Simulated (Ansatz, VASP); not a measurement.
## One calculation of InTe3W, two programs

```xyz
5
Lattice="3.6104 2.0845 3.3503 -3.6104 2.0845 3.3503 0.0000 -4.1689 3.3503" Properties=species:S:1:pos:R:3 pbc="T T T"
In    0.0000    0.0000    5.0254
Te   -1.5216   -2.6355    5.0254
Te    3.0432    0.0000    5.0254
Te   -1.5216    2.6355    5.0254
W     0.0000    0.0000    0.0000
```

Change from the starting cell: species swapped into the Ag3SI type (R32, No. 155).

Alike in both runs: functional PBE; k mesh 6 × 6 × 6; occupations gaussian, width 0.1 eV; no spin polarisation.

Ansatz relaxed the structure, and its values are those at the end. VASP's run is a single point on that final structure, the one shown.

```csv
,VASP,Ansatz
version,VASP 6.6.1,Ansatz 0.2.0
potentials or method,"VASP PAW PBE potentials, release 64 (In_d, Te, W_sv), cutoff 500 eV","scalar-relativistic, plane waves, PAW"
valence electrons in the cell,45,75
```

|  | VASP | Ansatz | Ansatz less VASP |
| --- | --- | --- | --- |
| gap on the k mesh at the Fermi level (eV) | none | none | - |
| pressure (GPa) | 0.0 | 0.0 | +0.03 |

A gap of «none» marks a metal or a gap that the smearing closes. VASP's potentials hold 45 valence electrons a cell and Ansatz's 75, so a difference there can come from the potentials and not from the codes.

Spin-orbit coupling is off throughout.
